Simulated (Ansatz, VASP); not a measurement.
One calculation of W, two programs

The input INCAR:

```
SYSTEM = W
ALGO = Normal ; EDIFF = 1E-6
ENCUT = 520 ; GGA = PE
ISIF = 2 ; ISMEAR = -1
LASPH = .True. ; LCHARG = .True.
LELF = .True. ; LREAL = .False.
LVHAR = .True. ; LWAVE = .False.
NBANDS = 13 ; NELM = 80
PREC = Accurate ; SIGMA = 0.03
```

The input KPOINTS:

```
k-points
0
Gamma
  6 6 6
  0 0 0
```

POSCAR

```
W
1.0
   -1.5851577801      1.5851577801      1.5851577801
    1.5851577801     -1.5851577801      1.5851577801
    1.5851577801      1.5851577801     -1.5851577801
W
1
Direct
    0.0000000000      0.0000000000      0.0000000000
```

Input for Ansatz:

```yaml
crystal:
  lattice:
    - [-1.5851577801, 1.5851577801, 1.5851577801]
    - [1.5851577801, -1.5851577801, 1.5851577801]
    - [1.5851577801, 1.5851577801, -1.5851577801]
  atoms:
    - { symbol: W, position: [0.0, 0.0, 0.0] }
basis:
  ecutwfc: 420
kpoints:
  mp_grid: { grid: [6, 6, 6] }
hamiltonian:
  xc: pbe
scf:
  occupations: { method: fermi_dirac, width: 0.03 }
  max_iter: 30
  convergence: { dr2_threshold: "1e-11 eV" }
output:
  forces: true
  stress: true
  eigenvalues: true
```

Alike in both runs: task single point; functional PBE; k mesh 6 × 6 × 6; occupations fermi-dirac, width 0.03 eV; no spin polarisation.

|  | VASP | Ansatz |
| --- | --- | --- |
| version | VASP 6.6.1 | Ansatz 0.2.0 |
| potentials or method | VASP PAW PBE potentials, release 64 (W_sv), cutoff 520 eV | scalar-relativistic, plane waves, PAW |
| valence electrons in the cell | 14 | 14 |

Ansatz gave:

```
gap on the k mesh at the Fermi level (eV) : none
pressure (GPa)                            : 2.0
```

Problem. Estimate VASP's values.

Solution. gap on the k mesh at the Fermi level (eV): none; pressure (GPa): 2.6.

A gap of «none» marks a metal or a gap that the smearing closes.

The k mesh is coarse, so the values compare programs but aren't converged. Neither program's run includes spin-orbit coupling.
